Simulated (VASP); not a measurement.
# ZnS (rocksalt type) (Fm-3m) in VASP: notebook

ZnS (rocksalt type) is run at these levels: PBE; tasks: density of states.

Everything below comes from runs of VASP 6.6.1. Logs are shortened: lines on timing, memory, paths and dates and some standing lists are left out, and cuts for length are marked.

## Step 1: The cell of the first run

It takes space group Fm-3m (No. 225, cubic). The conventional cell has a = 5.104 Å, b = 5.104 Å, c = 5.104 Å, α = 90.00°, β = 90.00°, γ = 90.00°. Within 3.4 Å of Zn (site symmetry m-3m) lie 6 S at 2.55 Å. S (site symmetry m-3m) has 6 Zn at 2.55 Å within 3.4 Å.

## Step 2: Density of states, PBE

Input file POSCAR:

```
ZnS
1.0
    0.0000000000      2.5517603709      2.5517603709
    2.5517603709      0.0000000000      2.5517603709
    2.5517603709      2.5517603709      0.0000000000
Zn S
1 1
Direct
    0.0000000000      0.0000000000      0.0000000000
    0.5000000000      0.5000000000      0.5000000000
```

Input file INCAR.step1:

```
SYSTEM = ZnS
PREC = Accurate ; ENCUT = 520
EDIFF = 1E-6 ; ISMEAR = -1
SIGMA = 0.08 ; LREAL = .FALSE.
LASPH = .TRUE. ; NELM = 80
ALGO = Normal ; ISIF = 2
LWAVE = .FALSE. ; LCHARG = .TRUE.
GGA = PE ; NBANDS = 16
```

Input file KPOINTS.step1:

```
regular mesh
0
G
  14 14 14
  0 0 0
```

Input file INCAR.step2:

```
SYSTEM = ZnS
PREC = Accurate ; ENCUT = 520
EDIFF = 1E-6 ; ISMEAR = -5
SIGMA = 0.08 ; LREAL = .FALSE.
LASPH = .TRUE. ; NELM = 80
ALGO = Normal ; ISIF = 2
LWAVE = .FALSE. ; LCHARG = .FALSE.
GGA = PE ; LORBIT = 10
NBANDS = 16 ; NEDOS = 2001
ICHARG = 11
```

Input file KPOINTS.step2:

```
regular mesh
0
G
  21 21 21
  0 0 0
```

Potentials or basis: VASP PAW PBE potentials, release 64 (Zn, S).

Started as:

```sh
$ cat potpaw_PBE.64/Zn/POTCAR potpaw_PBE.64/S/POTCAR > POTCAR
$ cp INCAR.step1 INCAR
$ cp KPOINTS.step1 KPOINTS
$ mpirun -np 1 vasp_std > vasp.out
$ cp INCAR.step2 INCAR
$ cp KPOINTS.step2 KPOINTS
$ mpirun -np 1 vasp_std > vasp.out
```

OUTCAR:

```text
SYSTEM = ZnS
   PREC = Accurate
   ENCUT = 520
   EDIFF = 1E-6
   ISMEAR = -5
   LREAL = .FALSE.
   LASPH = .TRUE.
   NELM = 80
   ISIF = 2
   GGA = PE
   LORBIT = 10
   ICHARG = 11

 ion  position               nearest neighbor table
   1  0.000  0.000  0.000-   2 2.55   2 2.55   2 2.55   2 2.55   2 2.55   2 2.55
   2  0.500  0.500  0.500-   1 2.55   1 2.55   1 2.55   1 2.55   1 2.55   1 2.55

  LATTYP: Found a face centered cubic cell.
 ALAT       =     5.1035207418

  Lattice vectors:

 A1 = (   0.0000000000,   2.5517603709,   2.5517603709)
 A2 = (   2.5517603709,   0.0000000000,   2.5517603709)
 A3 = (   2.5517603709,   2.5517603709,   0.0000000000)

Analysis of symmetry for initial positions (statically):
=====================================================================
 Subroutine PRICEL returns:
 Original cell was already a primitive cell.

 Routine SETGRP: Setting up the symmetry group for a
 face centered cubic supercell.

 Subroutine GETGRP returns: Found 48 space group operations
 (whereof 48 operations were pure point group operations)
 out of a pool of 48 trial point group operations.

The static configuration has the point symmetry O_h .

Analysis of symmetry for dynamics (positions and initial velocities):
=====================================================================
 Subroutine PRICEL returns:
 Original cell was already a primitive cell.

 Routine SETGRP: Setting up the symmetry group for a
 face centered cubic supercell.

 Subroutine GETGRP returns: Found 48 space group operations
 (whereof 48 operations were pure point group operations)
 out of a pool of 48 trial point group operations.

The dynamic configuration has the point symmetry O_h .

 Subroutine INISYM returns: Found 48 space group operations
 (whereof 48 operations are pure point group operations),
 and found     1 'primitive' translations

----------------------------------------------------------------------------------------

                                     Primitive cell

  volume of cell :      33.2315

  direct lattice vectors                    reciprocal lattice vectors
     0.000000000  2.551760371  2.551760371    -0.195943164  0.195943164  0.195943164
     2.551760371  0.000000000  2.551760371     0.195943164 -0.195943164  0.195943164
     2.551760371  2.551760371  0.000000000     0.195943164  0.195943164 -0.195943164

  length of vectors
     3.608734124  3.608734124  3.608734124     0.339383515  0.339383515  0.339383515
[... 89 lines left out ...]
   ISIF   =      2    stress and relaxation
   ISYM   =      2    0-nonsym 1-usesym 2-fastsym
   POTIM  = 0.5000    time-step for ionic-motion
   TEBEG  =    0.0;   TEEND  =   0.0 temperature during run
   PSTRESS=    0.0 pullay stress
   NELECT =      18.0000    total number of electrons
   NUPDOWN=      -1.0000    fix difference up-down
   EMIN   =  10.00;   EMAX   =-10.00  energy-range for DOS
   EFERMI =   0.00;   METHOD = LEGACY
   ISMEAR =    -5;   SIGMA  =   0.08  broadening in eV -4-tet -1-fermi 0-gaus
   EFERMI_NEDOS =   21; number of points for ismear=-14 and -15
   IALGO  =     38    algorithm
   IMIX   =      4    mixing-type and parameters
     AMIX     =   0.40;   BMIX     =  1.00
     AMIX_MAG =   1.60;   BMIX_MAG =  1.00
  volume/ion in A,a.u.               =      16.62       112.13
  Fermi-wavevector in a.u.,A,eV,Ry     =   1.334491  2.521823 24.230171  1.780867
  Thomas-Fermi vector in A             =   2.463269
   LORBIT       =     10    0 simple, 1 ext, 2 COOP (PROOUT), +10 PAW based schemes
   GGA     = PE    functional components
   LHFCALC =     F    Hartree Fock is set to
   AEXX    =    0.0000 exact exchange contribution
   IVDW    =     0    specifies the selected vdW correction
   LEPSILON=     F    determine dielectric tensor
   LRPA    =     F    only Hartree local field effects (RPA)
 non-spin polarized calculation
 Fermi weights with tetrahedron method with Bloechl corrections
  energy-cutoff  :      520.00
  volume of cell :       33.23
 maximum number of plane-waves:       918

 number of electron      18.0000002 magnetization

 Free energy of the ion-electron system (eV)
  ---------------------------------------------------
  ext. energy  EPLUGINS =         0.00000000
  ---------------------------------------------------
  free energy    TOTEN  =        -6.21466105 eV

  energy without entropy =       -6.21466105  energy(sigma->0) =       -6.21466105

 E-fermi :   3.7701     XC(G=0): -10.7873

 val. band max:        3.8000849718   @ k =  -0.2381   0.1429   0.0000
 cond. band min:       3.7748715768   @ k =   0.4286   0.4286   0.0000
 fundamental gap:     -0.0252133949
 Fermi energy:         3.7700589228

 k-point     1 :       0.0000    0.0000    0.0000
  band No.  band energies     occupation
      1      -9.9635      2.00000
      2      -2.4601      2.00000
      3      -2.4601      2.00000
      4      -2.4413      2.00000
      5      -2.4413      2.00000
      6      -2.4413      2.00000
[... 433 lines left out ...]
      3      -2.7587      2.00000
      4      -2.7279      2.00000
      5      -2.3036      2.00000
      6      -2.2923      2.00000
[... 8 lines left out ...]
     15      16.5034      0.00000
     16      17.6221      0.00000

 [... further k-points ...]

------------------------ aborting loop because EDIFF is reached ----------------------------------------

  FORCE on cell =-STRESS in cart. coord.  units (eV):
  Direction    XX          YY          ZZ          XY          YZ          ZX
  --------------------------------------------------------------------------------------
  -------------------------------------------------------------------------------------
  Total        0.0652206      0.0652206      0.0652206      0.0000000      0.0000000      0.0000000
  in kB        3.1444555      3.1444555      3.1444555      0.0000000      0.0000000      0.0000000
  external PRESSURE =       3.1444555 kB  Pullay stress =       0.0000000 kB

 VOLUME and BASIS-vectors are now :
 -----------------------------------------------------------------------------
  energy-cutoff  :      520.00
  volume of cell :       33.23
      direct lattice vectors                 reciprocal lattice vectors
     0.000000000  2.551760371  2.551760371    -0.195943164  0.195943164  0.195943164
     2.551760371  0.000000000  2.551760371     0.195943164 -0.195943164  0.195943164
     2.551760371  2.551760371  0.000000000     0.195943164  0.195943164 -0.195943164

 POSITION                                       TOTAL-FORCE (eV/Angst)
 -----------------------------------------------------------------------------------
      0.00000      0.00000      0.00000         0.000000     -0.000000      0.000000
      2.55176      2.55176      2.55176        -0.000000      0.000000     -0.000000
 -----------------------------------------------------------------------------------
    total drift:                               -0.000000      0.000000      0.000000

  FREE ENERGIE OF THE ION-ELECTRON SYSTEM (eV)
  ---------------------------------------------------
  free  energy   TOTEN  =        -6.2146610453 eV

  energy  without entropy=       -6.2146610453  energy(sigma->0) =       -6.21466105

 total charge

# of ion       s       p       d       tot
------------------------------------------
    1        0.454   0.350   9.811  10.615
    2        1.335   2.396   0.000   3.732
--------------------------------------------------
tot          1.789   2.747   9.811  14.347
```

OSZICAR.step1:

```text
N       E                     dE             d eps       ncg     rms          rms(c)
DAV:   1     0.873160439420E+02    0.87316E+02   -0.89666E+03  3336   0.142E+03
DAV:   2    -0.138087349826E+01   -0.88697E+02   -0.82684E+02  3848   0.267E+02
DAV:   3    -0.665009083430E+01   -0.52692E+01   -0.52445E+01  4112   0.620E+01
DAV:   4    -0.669705581633E+01   -0.46965E-01   -0.46956E-01  4000   0.595E+00
DAV:   5    -0.669751449518E+01   -0.45868E-03   -0.45867E-03  4232   0.593E-01    0.687E+00
DAV:   6    -0.624823007673E+01    0.44928E+00   -0.77201E-01  4768   0.281E+01    0.534E+00
DAV:   7    -0.622018381540E+01    0.28046E-01   -0.18062E-01  4008   0.405E+00    0.271E+00
DAV:   8    -0.621768859958E+01    0.24952E-02   -0.48605E-03  4504   0.888E-01    0.655E-01
DAV:   9    -0.621754390783E+01    0.14469E-03   -0.12586E-03  4240   0.301E-01    0.710E-02
DAV:  10    -0.621759579727E+01   -0.51889E-04   -0.89380E-05  4208   0.751E-02    0.217E-02
DAV:  11    -0.621759508712E+01    0.71014E-06   -0.75379E-06  4128   0.274E-02
   1 F= -.62175951E+01 E0= -.62147386E+01  d E =-.571290E-02
```

Run time: 48 s. Hardware: 1 thread of Intel Xeon 6975P-C (Granite Rapids), shared host; peak memory 0.26 GiB.

What came out:

```
Valence electrons inside the program's atomic spheres : Zn 10.62; S 3.73
```

Caveat: tetrahedron occupations give inexact forces and stress in metals.

## Step 3: Density of states, PBE

POSCAR is that of step 2.

Input file INCAR.step1:

```
PREC = Accurate ; ENCUT = 520
EDIFF = 1E-6 ; ISMEAR = -1
SIGMA = 0.08 ; LREAL = F
LASPH = T ; NELM = 80
ALGO = Normal ; ISIF = 2
LWAVE = F ; LCHARG = T
GGA = PE ; NBANDS = 16
```

Input file KPOINTS.step1:

```
Automatic mesh
0
Gamma
  14 14 14
```

Input file INCAR.step2:

```
PREC = Accurate ; ENCUT = 520
EDIFF = 1E-6 ; ISMEAR = -5
SIGMA = 0.08 ; LREAL = F
LASPH = T ; NELM = 80
ALGO = Normal ; ISIF = 2
LWAVE = F ; LCHARG = F
GGA = PE ; LORBIT = 10
NBANDS = 16 ; NEDOS = 1001
ICHARG = 11
```

Input file KPOINTS.step2:

```
Automatic mesh
0
Gamma
  21 21 21
```

Potentials or basis: VASP PAW PBE potentials, release 64 (Zn, S).

Started as:

```sh
$ cat potpaw_PBE.64/Zn/POTCAR potpaw_PBE.64/S/POTCAR > POTCAR
$ cp INCAR.step1 INCAR
$ cp KPOINTS.step1 KPOINTS
$ mpirun -np 1 vasp_std > vasp.out
$ cp INCAR.step2 INCAR
$ cp KPOINTS.step2 KPOINTS
$ mpirun -np 1 vasp_std > vasp.out
```

It took 48 s on 1 thread of Intel Xeon 6975P-C (Granite Rapids), shared host; peak memory 0.26 GiB.

The run converged. Its results:

* Valence electrons inside the program's atomic spheres: Zn 10.62; S 3.73

Levels at points of the mesh, in eV from the Fermi level:
| k point | band 7 | band 8 | band 9 | band 10 | band 11 | band 12 |
| --- | --- | --- | --- | --- | --- | --- |
| (0.00, 0.00, 0.00) | -0.55 | -0.55 | -0.55 | 1.82 | 9.09 | 9.09 |

Caveat: tetrahedron occupations give inexact forces and stress in metals.
